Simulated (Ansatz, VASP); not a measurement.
## One calculation of Ni, two programs

```
CELL_PARAMETERS angstrom
0.00000 1.80750 1.80750
1.80750 0.00000 1.80750
3.61500 3.61500 0.00000
ATOMIC_POSITIONS crystal
Ni 0.00000 0.00000 0.00000
Ni 0.00000 0.00000 0.50000
```

Change from the starting cell: parallel moments scaled by 0.03, plain SCF.

Alike in both runs: task single point; functional PBE; k mesh 14 × 14 × 7; occupations fermi-dirac, width 0.1 eV; collinear spin.

```csv
,VASP,Ansatz
version,VASP 6.6.1,Ansatz 0.2.0
potentials or method,"VASP PAW PBE potentials, release 64 (Ni), cutoff 520 eV","PAW, plane waves, scalar-relativistic"
valence electrons in the cell,20,36
```

VASP gave:

| Quantity | Value |
| --- | --- |
| pressure (GPa) | -13.5 |
| net moment per atom (μB) | 0.00 |
| size of the moment on the site where the two differ most (μB) | 0.00 |

Q: What did Ansatz give for the same quantities?

A: Pressure (GPa): -12.7; net moment per atom (μB): 0.66; size of the moment on the site where the two differ most (μB): 0.70.

The net moments are unlike, so the other rows may belong to different states. Site moments also hang on the region over which each program counts them. VASP's potentials hold 20 valence electrons a cell and Ansatz's 36, so a difference there can come from the potentials and not from the codes.
